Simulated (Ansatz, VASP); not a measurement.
# AlN: VASP beside Ansatz

```
Al N
1.0
     3.31212    0.00000    0.00000
    -1.65606    2.86838    0.00000
     0.00000    0.00000    4.18756
Al N
2 2
Direct
  0.33333 0.66667 0.75000
  0.66667 0.33333 0.25000
  0.33333 0.66667 0.25000
  0.66667 0.33333 0.75000
```

Alike in both runs: task relaxation of cell and atoms; functional PBEsol; k mesh 9 × 9 × 6; occupations gaussian, width 0.02 eV; no spin polarisation.

|  | VASP | Ansatz |
| --- | --- | --- |
| version | VASP 6.6.1 | Ansatz 0.2.0 |
| potentials or method | VASP PAW PBE potentials, release 64 (Al, N), cutoff 600 eV | scalar-relativistic, plane waves, PAW |
| valence electrons in the cell | 16 | 16 |

```tsv
	VASP	Ansatz	Ansatz less VASP
gap on the k mesh at the Fermi level, each at its own relaxed structure (eV)	3.35	3.32	-0.022
relaxed volume (Å³/atom)	9.76	9.77	+0.010
relaxed cell length with the largest relative difference (Å)	4.139	4.141	+0.0025
```

VASP's potentials were made for PBE, not for PBEsol.
